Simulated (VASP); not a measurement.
Si (a cell with a defect), 17 atoms in the cell. The cell holds a defect, 17 atoms: a = 7.679 Å, b = 7.679 Å, c = 7.679 Å, α = 60.00°, β = 60.00°, γ = 60.00°. 

| Property | Result |
| --- | --- |
| Program | VASP 6.6.1 |
| Task | single point |
| Functional | PBE |
| Potentials or basis | VASP PAW PBE potentials, release 64 (Si) |
| Cutoff | 520 eV |
| k mesh | 2 × 2 × 2 |
| Occupations | fermi-dirac, width 0.05 eV |
| Spin | no spin polarisation |
| Dipole correction | no |
| Further INCAR settings | LREAL = Auto; ALGO = Normal; EDIFF = 1e-06; NBANDS = 48 |

Potentials or basis: VASP PAW PBE potentials, release 64 (Si).

Run with:

```bash
$ cat potpaw_PBE.64/Si/POTCAR > POTCAR
$ mpirun -np 1 vasp_std > vasp.out
```

Hardware: 1 thread of AMD EPYC 7R43 64-Core Processor (Zen 3), on a shared host.

Question: How long does it take, and how much memory?

Answer: Wall time 5 min on 1 thread of AMD EPYC 7R43 64-Core Processor (Zen 3), with other jobs on the host, peak memory 0.43 GiB. Counts: scf iterations 14, k points 8.
